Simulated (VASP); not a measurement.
NbTe: relaxation of cell and atoms with PBEsol

Crystal: NbTe.

```
CELL_PARAMETERS angstrom
3.70297 0.00000 0.00000
-1.85149 3.20687 0.00000
0.00000 0.00000 3.69421
ATOMIC_POSITIONS crystal
Te 0.66667 0.33333 0.00000
Nb 0.00000 0.00000 0.50000
```

```
Program                : VASP 6.6.1
Task                   : relaxation of cell and atoms
Functional             : PBEsol
Potentials or basis    : VASP PAW PBE potentials, release 64 (Te, Nb_sv)
Cutoff                 : 600 eV
k mesh                 : 8 × 8 × 7
Occupations            : fermi-dirac, width 0.05 eV
Spin                   : no spin polarisation
Target pressure        : 5 GPa
Dipole correction      : no
Further INCAR settings : ALGO = Normal; EDIFF = 1e-07; IBRION = 2; EDIFFG = -0.005; NSW = 80; ISIF = 3
```

```json
{
 "Relaxed volume": "20.21 Å³/atom",
 "Relaxed cell": "a = 3.573 Å, b = 3.573 Å, c = 3.656 Å, α = 90.00°, β = 90.00°, γ = 120.00°",
 "Space group after relaxing (to 0.05 Å)": "P-6m2 (No. 187)",
 "Energy change on relaxing (the enthalpy is what falls)": "-5.9 meV/atom",
 "Ionic steps": "10",
 "Pressure after relaxing": "5.0 GPa"
}
```

The path:
```csv
step,energy change (eV),largest force (eV/Å),pressure (GPa),volume (Å³)
1,0.0000,0.0000,-5.32,43.87
2,0.5537,0.0000,33.60,35.49
3,-0.0148,0.0000,4.49,40.74
4,-0.0116,0.0000,4.91,40.63
5,-0.0096,0.0000,5.16,40.57
6,-0.0113,0.0000,5.20,40.44
7,-0.0098,0.0000,5.24,40.36
8,-0.0099,0.0000,5.24,40.37
9,-0.0151,0.0000,4.56,40.54
10,-0.0118,0.0000,5.00,40.43
```

Final structure:
```
Te Nb
1.0
     3.57334    0.00000    0.00000
    -1.78667    3.09461    0.00000
     0.00000    0.00000    3.65571
Te Nb
1 1
Direct
  0.66667 0.33333 0.00000
  0.00000 0.00000 0.50000
```

Levels at points of the mesh, in eV from the Fermi level:
```csv
k point,band 8,band 9,band 10,band 11,band 12,band 13
"(0.00, 0.00, 0.00)",-3.20,-2.58,0.13,0.13,2.77,2.77
"(0.50, 0.00, 0.00)",-3.00,-2.52,-0.25,1.45,1.85,3.21
```

Wall time 2.8 min on 1 thread of Intel(R) Xeon(R) Platinum 8488C (Sapphire Rapids), with other jobs on the host, peak memory 0.2 GiB.

Caveat: the cell is relaxed towards a set pressure, so the enthalpy falls and the energy may rise; the PAW data sets were made with another functional, which shifts forces and pressure a little; spin-orbit coupling is left out, which moves the levels of the heavy elements.
